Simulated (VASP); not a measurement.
## Li2HfN2: single point with LDA

Crystal: Li2HfN2.

```xyz
5
Lattice="3.2371 0.0000 0.0000 -1.6186 2.8034 0.0280 0.0000 0.0542 5.4236" Properties=species:S:1:pos:R:3 pbc="T T T"
Li    1.6186    0.9552    2.0854
Li    0.0000    1.9024    3.3662
Hf    0.0000    0.0000    0.0000
N     1.6186    0.9767    4.2364
N     0.0000    1.8809    1.2152
```

This cell differs from its parent crystal: strain +0.0200 x Voigt [0, 0, 0, 1, 0, 0].

```
Program                : VASP 6.6.1
Task                   : single point
Functional             : LDA
Potentials or basis    : VASP PAW LDA potentials, release 64 (Li_sv, Hf_pv, N)
Cutoff                 : 520 eV
k mesh                 : 9 × 9 × 6
Occupations            : gaussian, width 0.05 eV
Spin                   : no spin polarisation
Dipole correction      : no
Further INCAR settings : ALGO = Normal; EDIFF = 1e-06; NBANDS = 21
```

```yaml
Largest_force: 0.215 eV/Å
Band_gap_on_the_k_mesh: 1.79 eV (least direct gap 2.62 eV)
```

Forces in eV/Å, atoms in the order of the input:
```
Li   0.000 -0.016 -0.083
Li   0.000  0.016  0.083
Hf   0.000  0.000  0.000
N    0.000  0.150  0.154
N    0.000 -0.150 -0.154
```

Levels at points of the mesh, in eV from the valence-band top:
| k point | band 11 | band 12 | band 13 | band 14 | band 15 | band 16 |
| --- | --- | --- | --- | --- | --- | --- |
| (0.00, 0.00, 0.00) | -0.43 | -0.02 | 0.00 | 3.36 | 3.45 | 3.83 |
| (0.00, 0.00, 0.50) | -2.07 | -0.23 | -0.19 | 3.27 | 3.36 | 4.32 |

It took 60 s on 1 thread of AMD EPYC 9R45 96-Core Processor (Zen 5) (shared host), peak memory 0.22 GiB.

Caveat: the cell differs from its parent crystal (strain +0.0200 x Voigt [0, 0, 0, 1, 0, 0]); spin-orbit coupling is left out, which moves the levels of the heavy elements; an odd mesh through Γ misses points on the zone boundary, where band edges can lie.
